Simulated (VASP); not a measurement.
# Ni (I4/mmm) in VASP: single point with PBE

Aim: the single point of Ni with PBE.

Everything below comes from runs of VASP 6.6.1. Logs are shortened: lines on timing, memory, paths and dates and some standing lists are left out, and cuts for length are marked.

## 1. The cell of the first run

It takes space group I4/mmm (No. 139, tetragonal). Conventional cell: a = 3.011 Å, b = 3.011 Å, c = 2.800 Å, α = 90.00°, β = 90.00°, γ = 90.00°. Within 3.4 Å of Ni (site symmetry 4/mmm) lie 14 Ni at 2.55 to 3.01 Å.

## 2. Single point, PBE, collinear spin, ferromagnetic start (strain +0.0750 x Voigt [1, 1, 0, 0, 0, 0])

INCAR reads:

```
PREC = Accurate
ENCUT = 520
EDIFF = 1E-7
ISMEAR = 0
SIGMA = 0.15
LREAL = False
LASPH = True
NELM = 150
ALGO = Fast
ISIF = 2
LWAVE = False
LCHARG = False
ISPIN = 2
MAGMOM = 0.64
LORBIT = 11
LMAXMIX = 4
GGA = PE
NBANDS = 15
```

KPOINTS reads:

```
Automatic mesh
0
Gamma
  30 30 30
```

POSCAR reads:

```
Ni
1.0
   -1.5052577875      1.5052577875      1.4002398023
    1.5052577875     -1.5052577875      1.4002398023
    1.5052577875      1.5052577875     -1.4002398023
Ni
1
Direct
    0.0000000000      0.0000000000      0.0000000000
```

Potentials or basis: VASP PAW PBE potentials, release 64 (Ni).

Started as:

```console
cat potpaw_PBE.64/Ni/POTCAR > POTCAR
mpirun -np 1 vasp_std > vasp.out
```

OUTCAR:

```text
PREC = Accurate
   ENCUT = 520
   EDIFF = 1E-7
   ISMEAR = 0
   LREAL = False
   LASPH = True
   NELM = 150
   ISIF = 2
   ISPIN = 2
   LORBIT = 11
   GGA = PE

 ion  position               nearest neighbor table
   1  0.000  0.000  0.000-

  LATTYP: Found a body centered tetragonal cell.
 ALAT       =     3.0105155750
 C/A-ratio  =     0.9302325581

  Lattice vectors:

 A1 = (  -1.5052577875,   1.5052577875,   1.4002398023)
 A2 = (   1.5052577875,  -1.5052577875,   1.4002398023)
 A3 = (   1.5052577875,   1.5052577875,  -1.4002398023)

Analysis of symmetry for initial positions (statically):
=====================================================================
 Subroutine PRICEL returns:
 Original cell was already a primitive cell.

 Routine SETGRP: Setting up the symmetry group for a
 body centered tetragonal supercell.

 Subroutine GETGRP returns: Found 16 space group operations
 (whereof 16 operations were pure point group operations)
 out of a pool of 16 trial point group operations.

The static configuration has the point symmetry D_4h.

Analysis of symmetry for dynamics (positions and initial velocities):
=====================================================================
 Subroutine PRICEL returns:
 Original cell was already a primitive cell.

 Routine SETGRP: Setting up the symmetry group for a
 body centered tetragonal supercell.

 Subroutine GETGRP returns: Found 16 space group operations
 (whereof 16 operations were pure point group operations)
 out of a pool of 16 trial point group operations.

The dynamic configuration has the point symmetry D_4h.

Analysis of structural, dynamic, and magnetic symmetry:
=====================================================================
 Subroutine PRICEL returns:
 Original cell was already a primitive cell.

 Routine SETGRP: Setting up the symmetry group for a
 body centered tetragonal supercell.

 Subroutine GETGRP returns: Found 16 space group operations
 (whereof 16 operations were pure point group operations)
 out of a pool of 16 trial point group operations.

The overall configuration has the point symmetry D_4h.

 Subroutine INISYM returns: Found 16 space group operations
 (whereof 16 operations are pure point group operations),
 and found     1 'primitive' translations

----------------------------------------------------------------------------------------

                                     Primitive cell

  volume of cell :      12.6907

  direct lattice vectors                    reciprocal lattice vectors
[... 126 lines left out ...]
 Free energy of the ion-electron system (eV)
  ---------------------------------------------------
  ext. energy  EPLUGINS =         0.00000000
  ---------------------------------------------------
  free energy    TOTEN  =        -5.27475315 eV

  energy without entropy =       -5.25366176  energy(sigma->0) =       -5.26420746

 E-fermi :   7.2961     XC(G=0): -12.3671

 val. band max:        7.2957319189   @ k =  -0.3333  -0.3333   0.0333
 cond. band min:       7.2962433734   @ k =  -0.4667   0.5000   0.3333
 fundamental gap:      0.0005114545
 Fermi energy:         7.2960982161

 spin component 1

 k-point     1 :       0.0000    0.0000    0.0000
  band No.  band energies     occupation
      1      -0.6202      1.00000
      2       5.0810      1.00000
      3       5.3876      1.00000
      4       5.3876      1.00000
      5       6.1522      1.00000
      6       6.6136      1.00000
      7      31.3416      0.00000
      8      31.3416      0.00000
      9      33.2657      0.00000
     10      35.3680      0.00000
     11      35.4943      0.00000
     12      35.4943      0.00000
     13      35.5951      0.00000
     14      36.8425      0.00000
[... 403 lines left out ...]
      4       6.2685      1.00000
      5       6.3533      1.00000
      6       6.4295      1.00000
      7      20.2208      0.00000
      8      26.2333      0.00000
      9      26.9080      0.00000
     10      29.4695      0.00000
     11      31.7758      0.00000
     12      36.6894      0.00000
     13      41.8580      0.00000
     14      43.6975      0.00000
     15      47.2696      0.00000

 [... further k-points ...]

 Fermi energy:         7.2960982161

 spin component 2

 k-point     1 :       0.0000    0.0000    0.0000
  band No.  band energies     occupation
      1      -0.6534      1.00000
      2       5.8672      1.00000
      3       6.0969      1.00000
      4       6.0969      1.00000
      5       6.8031      1.00000
      6       7.1106      0.95981
      7      31.2155      0.00000
      8      31.2155      0.00000
      9      33.1300      0.00000
     10      35.3096      0.00000
     11      35.6356      0.00000
     12      35.6356      0.00000
     13      35.7500      0.00000
     14      36.7229      0.00000
[... 403 lines left out ...]
      4       6.8996      0.99991
      5       7.0581      0.98759
      6       7.0923      0.97269
      7      20.3329      0.00000
      8      26.1961      0.00000
      9      27.0303      0.00000
     10      29.5076      0.00000
     11      31.8348      0.00000
     12      36.6964      0.00000
     13      41.8388      0.00000
     14      43.7170      0.00000
     15      47.3318      0.00000

 [... further k-points ...]

------------------------ aborting loop because EDIFF is reached ----------------------------------------

  FORCE on cell =-STRESS in cart. coord.  units (eV):
  Direction    XX          YY          ZZ          XY          YZ          ZX
  --------------------------------------------------------------------------------------
  -------------------------------------------------------------------------------------
  Total       -1.4315843     -1.4315843     -1.6933298      0.0000000      0.0000000      0.0000000
  in kB     -180.7354508   -180.7354508   -213.7804336      0.0000000      0.0000000      0.0000000
  external PRESSURE =    -191.7504451 kB  Pullay stress =       0.0000000 kB

 VOLUME and BASIS-vectors are now :
 -----------------------------------------------------------------------------
  energy-cutoff  :      520.00
  volume of cell :       12.69
      direct lattice vectors                 reciprocal lattice vectors
    -1.505257787  1.505257787  1.400239802     0.000000000  0.332169017  0.357081694
     1.505257787 -1.505257787  1.400239802     0.332169017  0.000000000  0.357081694
     1.505257787  1.505257787 -1.400239802     0.332169017  0.332169017  0.000000000

 POSITION                                       TOTAL-FORCE (eV/Angst)
 -----------------------------------------------------------------------------------
      0.00000      0.00000      0.00000        -0.000000      0.000000     -0.000000
 -----------------------------------------------------------------------------------
    total drift:                                0.000000     -0.000000      0.000000

  FREE ENERGIE OF THE ION-ELECTRON SYSTEM (eV)
  ---------------------------------------------------
  free  energy   TOTEN  =        -5.2747531479 eV

  energy  without entropy=       -5.2536617632  energy(sigma->0) =       -5.26420746

 total charge

# of ion       s       p       d       tot
------------------------------------------
    1        0.436   0.371   8.278   9.084

 magnetization (x)

# of ion       s       p       d       tot
------------------------------------------
    1       -0.005  -0.019   0.665   0.641
```

OSZICAR:

```text
N       E                     dE             d eps       ncg     rms          rms(c)
DAV:   1     0.331334933593E+02    0.33133E+02   -0.42269E+03125521   0.821E+02
DAV:   2    -0.469779569678E+01   -0.37831E+02   -0.35162E+02138630   0.157E+02
DAV:   3    -0.621186712941E+01   -0.15141E+01   -0.14924E+01143557   0.309E+01
DAV:   4    -0.622314449766E+01   -0.11277E-01   -0.11275E-01145357   0.254E+00
DAV:   5    -0.622333791241E+01   -0.19341E-03   -0.19341E-03147184   0.302E-01    0.863E+00
RMM:   6    -0.576044629881E+01    0.46289E+00   -0.21130E+00158713   0.154E+01    0.752E+00
RMM:   7    -0.528846948518E+01    0.47198E+00   -0.32671E-01153895   0.594E+00    0.169E+00
RMM:   8    -0.527664878871E+01    0.11821E-01   -0.35337E-03183759   0.411E-01    0.778E-01
RMM:   9    -0.527509380314E+01    0.15550E-02   -0.78451E-04186332   0.193E-01    0.214E-01
RMM:  10    -0.527476593653E+01    0.32787E-03   -0.15403E-04176494   0.125E-01    0.494E-02
RMM:  11    -0.527474979987E+01    0.16137E-04   -0.41479E-05180691   0.491E-02    0.301E-02
RMM:  12    -0.527475302590E+01   -0.32260E-05   -0.91530E-06193142   0.190E-02    0.186E-02
RMM:  13    -0.527475354182E+01   -0.51592E-06   -0.12184E-06190058   0.641E-03    0.109E-02
RMM:  14    -0.527475341027E+01    0.13155E-06   -0.15889E-07152890   0.286E-03    0.317E-03
RMM:  15    -0.527475318006E+01    0.23021E-06   -0.43030E-08117105   0.145E-03    0.753E-04
RMM:  16    -0.527475314788E+01    0.32177E-07   -0.17016E-08111674   0.860E-04
   1 F= -.52747531E+01 E0= -.52642075E+01  d E =-.210914E-01  mag=     0.6192
```

stdout:

```text
POSCAR found type information on POSCAR Ni
 POSCAR found :  1 types and       1 ions
 scaLAPACK will be used
 LDA part: xc-table for (Slater+PW92), standard interpolation
 POSCAR, INCAR and KPOINTS ok, starting setup
[... 62 lines left out ...]
 num prob WARNING in EDDRMM: call to ZHEGV failed, returncode =   8  4     14
 num prob WARNING in EDDRMM: call to ZHEGV failed, returncode =   8  4     14
WARNING in EDDRMM: call to ZHEGV failed, returncode =   8  4     13
WARNING in EDDRMM: call to ZHEGV failed, returncode =   6  3     13
WARNING in EDDRMM: call to ZHEGV failed, returncode =   6  3     12
 num prob  num prob WARNING in EDDRMM: call to ZHEGV failed, returncode =   8  4     12
 num prob  num prob WARNING in EDDRMM: call to ZHEGV failed, returncode =   8  4     14
WARNING in EDDRMM: call to ZHEGV failed, returncode =   8  4     14
 num prob  num prob  num prob  num prob RMM:  16    -0.527475314788E+01    0.32177E-07   -0.17016E-08111674   0.860E-04
```

Run time: 6.8 min. Hardware: 1 thread of Intel Xeon 6975P-C (Granite Rapids), shared host; peak memory 0.61 GiB.

Results:

* Free energy: -5.2748 eV
* Pressure: -19.2 GPa
* Net moment: 0.62 μB per cell
* Site moments: Ni +0.64 μB
* Valence electrons inside the program's atomic spheres: Ni 9.08

Stress tensor (GPa, compression positive):
```
-18.07   0.00   0.00
  0.00 -18.07   0.00
  0.00   0.00 -21.38
```

Caveat: the cell differs from its parent crystal (strain +0.0750 x Voigt [1, 1, 0, 0, 0, 0]).
